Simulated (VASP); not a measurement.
Input of a VASP 6.6.1 run:

File INCAR:

```
SYSTEM = BN
ALGO = Normal
EDIFF = 1E-8
ENCUT = 520
GGA = PS
IBRION = 8
ISIF = 2
ISMEAR = 0
LASPH = .TRUE.
LCHARG = .FALSE.
LEPSILON = .TRUE.
LREAL = .FALSE.
LWAVE = .FALSE.
NBANDS = 11
NELM = 60
NSW = 1
PREC = Accurate
SIGMA = 0.01
```

File KPOINTS:

```
k-points
0
G
  12 12 12
  0 0 0
```

File POSCAR:

```
BN
1.0
    1.2384799076      0.7150367080      2.7101430730
   -1.2384799076      0.7150367080      2.7101430730
    0.0000000000     -1.4300734161      2.7101430730
B N
1 1
Direct
    1.0011545105      1.0011545105      1.0011545105
    0.3312784895      0.3312784895      0.3312784895
```

Potentials or basis: VASP PAW PBE potentials, release 64 (B, N).

Launch:

```sh
$ cat potpaw_PBE.64/B/POTCAR potpaw_PBE.64/N/POTCAR > POTCAR
$ mpirun -np 1 vasp_std > vasp.out
```

Problem. Predict the electronic dielectric tensor (diagonal).

Solution. 5.50, 5.50, 3.93.

Problem. Predict the Born charges (mean of the diagonal).

Solution. B +2.18; N -2.18 e.

Problem. Predict the highest phonon frequency at Γ, LO-TO splitting left out.

Solution. 1422 cm⁻¹.

Electronic dielectric tensor:
```
5.50 0.00 0.00
0.00 5.50 0.00
0.00 0.00 3.93
```

Caveat: the cell stands under pressure or tension, which shifts response properties.
